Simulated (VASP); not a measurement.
# Sn in VASP: further runs

The runs below take Sn through single point, with PBE.

Everything below comes from runs of VASP 6.6.1. Logs are shortened: lines on timing, memory, paths and dates and some standing lists are left out, and cuts for length are marked.

## (1) The cell of the first run

The cell holds a slab with vacuum, 6 atoms: a = 4.706 Å, b = 4.706 Å, c = 15.343 Å, α = 90.00°, β = 90.00°, γ = 90.00°.

## (2) Single point, PBE

INCAR

```
SYSTEM = Sn
PREC = Accurate
ENCUT = 520
EDIFF = 1E-6
ISMEAR = -1
SIGMA = 0.02
LREAL = .FALSE.
LASPH = .TRUE.
NELM = 80
ALGO = Normal
ISIF = 2
LWAVE = .FALSE.
LCHARG = .FALSE.
LDIPOL = .TRUE.
IDIPOL = 3
DIPOL = 0.5 0.5 0.500
GGA = PE
NBANDS = 51
```

KPOINTS

```
regular mesh
0
G
  7 7 1
  0 0 0
```

POSCAR

```
Sn
1.0
    4.7064645918      0.0000000000      0.0000000000
    0.0000000000      4.7064645918      0.0000000000
    0.0000000000      0.0000000000     15.3428000000
Sn
6
Direct
    0.7500000000      0.0000000000      0.2281198747
    0.2500000000      0.0000000000      0.3366087583
    0.2500000000      0.5000000000      0.4465179552
    0.7500000000      0.5000000000      0.5534820435
    0.7500000000      0.0000000000      0.6633912416
    0.2500000000      0.0000000000      0.7718801253
```

Potentials or basis: VASP PAW PBE potentials, release 64 (Sn_d).

On the command line:

```console
> cat potpaw_PBE.64/Sn_d/POTCAR > POTCAR
> mpirun -np 1 vasp_std > vasp.out
```

OUTCAR:

```text
SYSTEM = Sn
   PREC = Accurate
   ENCUT = 520
   EDIFF = 1E-6
   ISMEAR = -1
   LREAL = .FALSE.
   LASPH = .TRUE.
   NELM = 80
   ISIF = 2
   GGA = PE

 ion  position               nearest neighbor table
   1  0.750  0.000  0.228-   2 2.88   2 2.88
   2  0.250  0.000  0.337-   1 2.88   1 2.88   3 2.90   3 2.90
   3  0.250  0.500  0.447-   4 2.87   4 2.87   2 2.90   2 2.90
   4  0.750  0.500  0.553-   3 2.87   3 2.87   5 2.90   5 2.90
   5  0.750  0.000  0.663-   6 2.88   6 2.88   4 2.90   4 2.90
   6  0.250  0.000  0.772-   5 2.88   5 2.88

  LATTYP: Found a simple tetragonal cell.
 ALAT       =     4.7064645918
 C/A-ratio  =     3.2599416612

  Lattice vectors:

 A1 = (   4.7064645918,   0.0000000000,   0.0000000000)
 A2 = (   0.0000000000,   4.7064645918,   0.0000000000)
 A3 = (   0.0000000000,   0.0000000000,  15.3428000000)

Analysis of symmetry for initial positions (statically):
=====================================================================
 Subroutine PRICEL returns:
 Original cell was already a primitive cell.

 Routine SETGRP: Setting up the symmetry group for a
 simple tetragonal supercell.

 Subroutine GETGRP returns: Found  8 space group operations
 (whereof  4 operations were pure point group operations)
 out of a pool of 16 trial point group operations.

The static configuration has the point symmetry C_2h.
 The point group associated with its full space group is D_2h.

Analysis of symmetry for dynamics (positions and initial velocities):
=====================================================================
 Subroutine PRICEL returns:
 Original cell was already a primitive cell.

 Routine SETGRP: Setting up the symmetry group for a
 simple tetragonal supercell.

 Subroutine GETGRP returns: Found  8 space group operations
 (whereof  4 operations were pure point group operations)
 out of a pool of 16 trial point group operations.

The dynamic configuration has the point symmetry C_2h.
 The point group associated with its full space group is D_2h.

 Subroutine INISYM returns: Found  8 space group operations
 (whereof  4 operations are pure point group operations),
 and found     1 'primitive' translations

----------------------------------------------------------------------------------------

                                     Primitive cell

  volume of cell :     339.8554

  direct lattice vectors                    reciprocal lattice vectors
     4.706464592  0.000000000  0.000000000     0.212473712  0.000000000  0.000000000
     0.000000000  4.706464592  0.000000000     0.000000000  0.212473712  0.000000000
     0.000000000  0.000000000 15.342800000     0.000000000  0.000000000  0.065177151

  length of vectors
     4.706464592  4.706464592 15.342800000     0.212473712  0.212473712  0.065177151

  position of ions in fractional coordinates (direct lattice)
     0.750000000  0.000000000  0.228119875
     0.250000000  0.000000000  0.336608758
     0.250000000  0.500000000  0.446517955
     0.750000000  0.500000000  0.553482043
     0.750000000  0.000000000  0.663391242
     0.250000000  0.000000000  0.771880125

  ion indices of the primitive-cell ions
   primitive index   ion index
                 1           1
                 2           2
                 3           3
                 4           4
                 5           5
                 6           6

----------------------------------------------------------------------------------------

 KPOINTS: regular mesh

Automatic generation of k-mesh.
 Grid dimensions read from file:
 generate k-points for:    7    7    1

 Generating k-lattice:

  Cartesian coordinates                     Fractional coordinates (reciprocal lattice)
     0.030353387  0.000000000  0.000000000     0.142857143  0.000000000  0.000000000
     0.000000000  0.030353387  0.000000000     0.000000000  0.142857143  0.000000000
     0.000000000  0.000000000  0.065177151     0.000000000  0.000000000  1.000000000

  Length of vectors
     0.030353387  0.030353387  0.065177151

  Shift w.r.t. Gamma in fractional coordinates (k-lattice)
     0.000000000  0.000000000  0.000000000

 Subroutine IBZKPT returns following result:
 ===========================================

 Found     16 irreducible k-points:

 Following reciprocal coordinates:
            Coordinates               Weight
  0.000000  0.000000  0.000000      1.000000
  0.142857  0.000000  0.000000      2.000000
  0.000000  0.142857  0.000000      2.000000
  0.285714  0.000000  0.000000      2.000000
  0.000000  0.285714  0.000000      2.000000
  0.428571  0.000000  0.000000      2.000000
[... 8 lines left out ...]
 -0.285714  0.428571  0.000000      4.000000
  0.428571  0.428571  0.000000      4.000000
   k-points           NKPTS =     16   k-points in BZ     NKDIM =     16   number of bands    NBANDS=     51
   number of dos      NEDOS =    301   number of ions     NIONS =      6
   total plane-waves  NPLWV = 155520
   dimension x,y,z NGX =    36 NGY =   36 NGZ =  120
   dimension x,y,z NGXF=    72 NGYF=   72 NGZF=  240
   ions per type =               6
   NGX,Y,Z   is equivalent  to a cutoff of  12.72, 12.72, 13.00 a.u.
   NGXF,Y,Z  is equivalent  to a cutoff of  25.43, 25.43, 26.01 a.u.
 SYSTEM =  Sn
   PREC   = accura    normal or accurate (medium, high low for compatibility)
   ISTART =      0    job   : 0-new  1-cont  2-samecut
   ICHARG =      2    charge: 1-file 2-atom 10-const
   ISPIN  =      1    spin polarized calculation?
   LNONCOLLINEAR =      F non collinear calculations
   LSORBIT =      F    spin-orbit coupling
   LASPH  =      T    aspherical Exc in radial PAW
   ENCUT  =  520.0 eV  38.22 Ry    6.18 a.u.   8.75  8.75 28.53*2*pi/ulx,y,z
   NELM   =     80;   NELMIN=  2; NELMDL= -5     # of ELM steps
   EDIFF  = 0.1E-05   stopping-criterion for ELM
   LREAL  =      F    real-space projection
   EDIFFG = 0.1E-04   stopping-criterion for IOM
   NSW    =      0    number of steps for IOM
   IBRION =     -1    ionic relax: 0-MD 1-quasi-New 2-CG
   NFREE  =      0    steps in history (QN), initial steepest desc. (CG)
   ISIF   =      2    stress and relaxation
   ISYM   =      2    0-nonsym 1-usesym 2-fastsym
   POTIM  = 0.5000    time-step for ionic-motion
   TEBEG  =    0.0;   TEEND  =   0.0 temperature during run
   PSTRESS=    0.0 pullay stress
   NELECT =      84.0000    total number of electrons
   NUPDOWN=      -1.0000    fix difference up-down
   EMIN   =  10.00;   EMAX   =-10.00  energy-range for DOS
   EFERMI =   0.00;   METHOD = LEGACY
   ISMEAR =    -1;   SIGMA  =   0.02  broadening in eV -4-tet -1-fermi 0-gaus
   EFERMI_NEDOS =   21; number of points for ismear=-14 and -15
   IALGO  =     38    algorithm
   IMIX   =      4    mixing-type and parameters
     AMIX     =   0.40;   BMIX     =  1.00
     AMIX_MAG =   1.60;   BMIX_MAG =  1.00
  volume/ion in A,a.u.               =      56.64       382.24
  Fermi-wavevector in a.u.,A,eV,Ry     =   1.027393  1.941491 14.361439  1.055536
  Thomas-Fermi vector in A             =   2.161335
   LORBIT       =      0    0 simple, 1 ext, 2 COOP (PROOUT), +10 PAW based schemes
   GGA     = PE    functional components
   LHFCALC =     F    Hartree Fock is set to
   AEXX    =    0.0000 exact exchange contribution
   IVDW    =     0    specifies the selected vdW correction
   LEPSILON=     F    determine dielectric tensor
   LRPA    =     F    only Hartree local field effects (RPA)
 non-spin polarized calculation
  energy-cutoff  :      520.00
  volume of cell :      339.86
 maximum number of plane-waves:      9193
   NGX = 17   NGY = 17   NGZ = 57

 number of electron      83.9999953 magnetization

 dipolmoment           0.000000      0.000000      0.000000 electrons x Angstroem

 Free energy of the ion-electron system (eV)
  ---------------------------------------------------
  ext. energy  EPLUGINS =         0.00000000
  ---------------------------------------------------
  free energy    TOTEN  =       -20.68501809 eV

  energy without entropy =      -20.67409766  energy(sigma->0) =      -20.67955787

 E-fermi :   1.4564     XC(G=0):  -6.4369

 val. band max:        1.4441905074   @ k =  -0.2857   0.4286   0.0000
 cond. band min:       1.4828198530   @ k =   0.1429   0.1429   0.0000
 fundamental gap:      0.0386293455
 Fermi energy:         1.4564474206

 k-point     1 :       0.0000    0.0000    0.0000
  band No.  band energies     occupation
      1     -19.9172      2.00000
      2     -19.8613      2.00000
      3     -19.8527      2.00000
      4     -19.8522      2.00000
      5     -19.8337      2.00000
      6     -19.8289      2.00000
[... 43 lines left out ...]
     50       4.6185      0.00000
     51       5.4902      0.00000

 k-point     2 :       0.1429    0.0000    0.0000
  band No.  band energies     occupation
      1     -19.9212      2.00000
      2     -19.8621      2.00000
      3     -19.8549      2.00000
      4     -19.8515      2.00000
      5     -19.8388      2.00000
      6     -19.8374      2.00000
[... 43 lines left out ...]
     50       4.6356      0.00000
     51       5.6619      0.00000

 k-point     3 :       0.0000    0.1429    0.0000
  band No.  band energies     occupation
      1     -19.9179      2.00000
      2     -19.8719      2.00000
      3     -19.8546      2.00000
      4     -19.8529      2.00000
      5     -19.8217      2.00000
      6     -19.8196      2.00000
[... 43 lines left out ...]
     50       4.7016      0.00000
     51       5.4149      0.00000
[... 595 lines left out ...]
 k-point    15 :      -0.2857    0.4286    0.0000
  band No.  band energies     occupation
      1     -19.9259      2.00000
      2     -19.8857      2.00000
      3     -19.8598      2.00000
      4     -19.8574      2.00000
      5     -19.8400      2.00000
      6     -19.8212      2.00000
[... 43 lines left out ...]
     50       5.5183      0.00000
     51       5.8560      0.00000

 k-point    16 :       0.4286    0.4286    0.0000
  band No.  band energies     occupation
      1     -19.9159      2.00000
      2     -19.8994      2.00000
      3     -19.8603      2.00000
      4     -19.8568      2.00000
      5     -19.8459      2.00000
      6     -19.8368      2.00000
[... 43 lines left out ...]
     50       5.7903      0.00000
     51       6.0241      0.00000

------------------------ aborting loop because EDIFF is reached ----------------------------------------

 vacuum level on the upper side and lower side of the slab       (xc-potential included)        -1.194        -1.194

  FORCE on cell =-STRESS in cart. coord.  units (eV):
  Direction    XX          YY          ZZ          XY          YZ          ZX
  --------------------------------------------------------------------------------------
  -------------------------------------------------------------------------------------
  Total       -0.0801757     -1.6654934     -0.0767867      0.0000000      0.0000000      0.0000000
  in kB       -0.3779718     -7.8516201     -0.3619949      0.0000000      0.0000000      0.0000000
  external PRESSURE =      -2.8638623 kB  Pullay stress =       0.0000000 kB

 VOLUME and BASIS-vectors are now :
 -----------------------------------------------------------------------------
  energy-cutoff  :      520.00
  volume of cell :      339.86
      direct lattice vectors                 reciprocal lattice vectors
     4.706464592  0.000000000  0.000000000     0.212473712  0.000000000  0.000000000
     0.000000000  4.706464592  0.000000000     0.000000000  0.212473712  0.000000000
     0.000000000  0.000000000 15.342800000     0.000000000  0.000000000  0.065177151

 POSITION                                       TOTAL-FORCE (eV/Angst)
 -----------------------------------------------------------------------------------
      3.52985      0.00000      3.50000         0.000000      0.000000     -0.002816
      1.17662      0.00000      5.16452         0.000000      0.000000     -0.010263
      1.17662      2.35323      6.85084         0.000000     -0.000000     -0.008468
      3.52985      2.35323      8.49196         0.000000      0.000000      0.008468
      3.52985      0.00000     10.17828         0.000000      0.000000      0.010263
      1.17662      0.00000     11.84280        -0.000000      0.000000      0.002816
 -----------------------------------------------------------------------------------
    total drift:                                0.000000      0.000000      0.000020

  FREE ENERGIE OF THE ION-ELECTRON SYSTEM (eV)
  ---------------------------------------------------
  free  energy   TOTEN  =       -20.6850180915 eV

  energy  without entropy=      -20.6740976559  energy(sigma->0) =      -20.67955787

 vacuum level on the upper side and lower side of the slab         4.723         4.723
```

It took 3.8 min on 1 thread of Intel Xeon Platinum 8488C (Sapphire Rapids), shared host; peak memory 0.48 GiB.

Results:

| Property | Result |
| --- | --- |
| Free energy | -20.6850 eV |
| Largest force | 0.010 eV/Å |
| Band gap on the k mesh | zero (bands 42 and 43 overlap by 0.74 eV) |

Forces on the atoms (eV/Å):
```
Sn   0.000  0.000 -0.003
Sn   0.000  0.000 -0.010
Sn   0.000  0.000 -0.008
Sn   0.000  0.000  0.008
Sn   0.000  0.000  0.010
Sn   0.000  0.000  0.003
```

Caveat: spin-orbit coupling is left out, which moves the levels of the heavy elements.

## (3) Single point, PBE

INCAR

```
PREC = Accurate
ENCUT = 520
EDIFF = 1E-7
ISMEAR = -1
SIGMA = 0.02
LREAL = F
LASPH = T
NELM = 80
ALGO = Normal
ISIF = 2
LWAVE = F
LCHARG = F
LDIPOL = T
IDIPOL = 3
DIPOL = 0.5 0.5 0.500
GGA = PE
NBANDS = 51
```

KPOINTS

```
regular mesh
0
Gamma
  7 7 1
```

POSCAR is that of step 2.

Potentials or basis: VASP PAW PBE potentials, release 64 (Sn_d).

On the command line:

```console
> cat potpaw_PBE.64/Sn_d/POTCAR > POTCAR
> mpirun -np 1 vasp_std > vasp.out
```

Run time: 4.4 min. Hardware: 1 thread of Intel Xeon Platinum 8488C (Sapphire Rapids), shared host; peak memory 0.49 GiB.

The run converged. Its results:

```
Free energy            : -20.6850 eV
Largest force          : 0.010 eV/Å
Band gap on the k mesh : zero (bands 42 and 43 overlap by 0.74 eV)
```

Forces in eV/Å, atoms in the order of the input:
```
Sn   0.000  0.000 -0.003
Sn   0.000  0.000 -0.010
Sn   0.000  0.000 -0.008
Sn   0.000  0.000  0.008
Sn   0.000  0.000  0.010
Sn   0.000  0.000  0.003
```

Levels at points of the mesh, in eV from the Fermi level:
```tsv
k point	band 38	band 39	band 40	band 41	band 42	band 43	band 44	band 45	band 46	band 47
(0.00, 0.00, 0.00)	-1.60	-0.90	-0.70	-0.08	0.46	1.17	1.24	1.36	1.69	1.77
```

Caveat: spin-orbit coupling is left out, which moves the levels of the heavy elements.

The gap in the log of VASP goes by the Fermi energy; the results here count the filled bands.